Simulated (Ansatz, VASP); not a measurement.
One calculation of SnO, two programs

```xyz
2
Lattice="3.7848 0.0000 0.0000 -1.8924 3.2778 0.0000 0.0000 0.0000 3.0563" Properties=species:S:1:pos:R:3 pbc="T T T"
Sn    0.0000    2.1852    1.5282
O     1.8924    1.0926    1.5282
```

Alike in both runs: functional PBE; k mesh 18 × 18 × 18; occupations gaussian, width 0.1 eV; no spin polarisation.

Ansatz relaxed the structure, and its values are those at the end. VASP's run is a single point on that final structure, the one shown.

|  | VASP | Ansatz |
| --- | --- | --- |
| version | VASP 6.6.1 | Ansatz 0.2.0 |
| potentials or method | VASP PAW PBE potentials, release 64 (Sn_d, O), cutoff 520 eV | scalar-relativistic, plane waves, PAW |
| valence electrons in the cell | 20 | 20 |

```csv
,VASP,Ansatz,Ansatz less VASP
gap on the k mesh at the Fermi level (eV),none,none,-
pressure (GPa),0.2,0.0,-0.15
```

A gap of «none» marks a metal or a gap that the smearing closes.
